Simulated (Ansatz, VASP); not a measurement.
# Two plane-wave programs on EuS

```
Eu S
1.0
     0.00000    2.97850    2.97850
     2.97850    0.00000    2.97850
     2.97850    2.97850    0.00000
Eu S
1 1
Direct
  0.00000 0.00000 0.00000
  0.50000 0.50000 0.50000
```

Alike in both runs: functional LDA; k mesh 8 × 8 × 8; occupations fermi-dirac, width 0.05 eV; collinear spin; Hubbard terms Eu f U = 4.0 eV.

|  | VASP | Ansatz |
| --- | --- | --- |
| version | VASP 6.6.1 | Ansatz 0.2.0 |
| potentials or method | VASP PAW PBE potentials, release 64 (Eu, S) | Ansatz PAW |
| plane-wave cutoff (eV) | 600 | 420 |
| valence electrons in the cell | 23 | 23 |
| task | single point | band structure |

|  | VASP | Ansatz | Ansatz less VASP |
| --- | --- | --- | --- |
| pressure (GPa) | -4.8 | -4.8 | -0.03 |
| net moment per atom (μB) | 3.50 | 3.50 | 0.000 |
| size of the moment on the site where the two differ most (μB) | 6.71 | 6.84 | +0.131 |

VASP's potentials were made for PBE, not for LDA. LDA's correlation is that of Perdew and Zunger in VASP and of Perdew and Wang (1992) in Ansatz. Site moments also hang on the region over which each program counts them. The programs project onto different local orbitals, so the same U acts differently, and such runs can settle in different states.

Neither program's run includes spin-orbit coupling. Noted on Ansatz's run: the magnetic or orbital state may not be the lowest.
